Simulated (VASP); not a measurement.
Pb, 1 atom in the cell. The structure is cubic, space group Im-3m (No. 229). Conventional cell: a = 3.940 Å, b = 3.940 Å, c = 3.940 Å, α = 90.00°, β = 90.00°, γ = 90.00°. Within 4.5 Å of Pb (site symmetry m-3m) lie 14 Pb at 3.41 to 3.94 Å. 

| Property | Result |
| --- | --- |
| Program | VASP 6.6.1 |
| Task | single point |
| Functional | PBE |
| Dispersion | D3(BJ) |
| Potentials or basis | VASP PAW PBE potentials, release 64 (Pb_d) |
| Cutoff | 500 eV |
| k mesh | 7 × 7 × 7 |
| Occupations | fermi-dirac, width 0.3 eV |
| Spin | no spin polarisation |
| Dipole correction | no |
| Further INCAR settings | ALGO = Normal; EDIFF = 1e-06; NBANDS = 13 |

Potentials or basis: VASP PAW PBE potentials, release 64 (Pb_d).

Launch:

```sh
$ cat potpaw_PBE.64/Pb_d/POTCAR > POTCAR
$ mpirun -np 1 vasp_std > vasp.out
```

Hardware: 1 thread of Intel Xeon 6975P-C, with other jobs on the host.

Problem. How long does it take, and how much memory?

Solution. Run time: 6.9 s on 1 thread of Intel Xeon 6975P-C, on a shared host, peak memory 0.16 GiB. Counts: scf iterations 9, k points 20.
